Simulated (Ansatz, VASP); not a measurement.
**One calculation of AlRu, two programs**

Contents of INCAR:

```
SYSTEM = AlRu
PREC     = Accurate       ! precision mode
ENCUT    = 520            ! plane-wave cutoff, eV
EDIFF    = 1E-7           ! SCF threshold, eV
ISMEAR   = -1             ! smearing method
SIGMA    = 0.05           ! smearing width, eV
LREAL    = .False.        ! projectors in reciprocal space
LASPH    = .True.         ! aspherical terms in the spheres
NELM     = 100            ! most SCF steps
ALGO     = Normal         ! electronic algorithm
ISIF     = 2              ! what is computed and relaxed
LWAVE    = .False.        ! write WAVECAR
LCHARG   = .True.         ! write CHGCAR
GGA      = PS             ! functional
LELF     = .True.         ! ELF
LVHAR    = .True.       
NBANDS   = 16             ! bands
```

File KPOINTS:

```
regular mesh
0
Gamma
  14 14 14
  0 0 0
```

File POSCAR:

```
AlRu
1.0
    0.0000000000      2.4149267958      2.4149267958
    2.4149267958      0.0000000000      2.4149267958
    2.4149267958      2.4149267958      0.0000000000
Ru Al
1 1
Direct
    0.0000000000      0.0000000000      0.0000000000
    0.5000000000      0.5000000000      0.5000000000
```

Input for Ansatz:

```yaml
crystal:
  lattice:
    - [0.0, 2.4149267958, 2.4149267958]
    - [2.4149267958, 0.0, 2.4149267958]
    - [2.4149267958, 2.4149267958, 0.0]
  atoms:
    - { symbol: Ru, position: [0.0, 0.0, 0.0] }
    - { symbol: Al, position: [0.5, 0.5, 0.5] }
kpoints:
  mp_grid: { grid: [14, 14, 14] }
scf:
  occupations: { method: fermi_dirac, width: 0.05 }
hamiltonian:
  xc: pbesol
  pseudopotentials: { kind: all_electron, lapw: { basis_error: 0.001 } }
output:
  forces: true
  stress: true
  eigenvalues: true
  populations: true
```

Change from the starting cell: volume scaled by 0.94, LAPW.

Alike in both runs: task single point; functional PBEsol; k mesh 14 × 14 × 14; occupations fermi-dirac, width 0.05 eV; no spin polarisation.

```csv
,VASP,Ansatz
version,VASP 6.6.1,Ansatz 0.2.0
potentials or method,"VASP PAW PBE potentials, release 64 (Ru_pv, Al), cutoff 520 eV","all-electron LAPW, scalar-relativistic"
```

Ansatz gave:

- pressure (GPa): 10.9

Problem. Estimate VASP's values.

Solution. Pressure (GPa): 11.2.

VASP's potentials were made for PBE, not for PBEsol. Ansatz ran all-electron here, and VASP with PAW potentials.
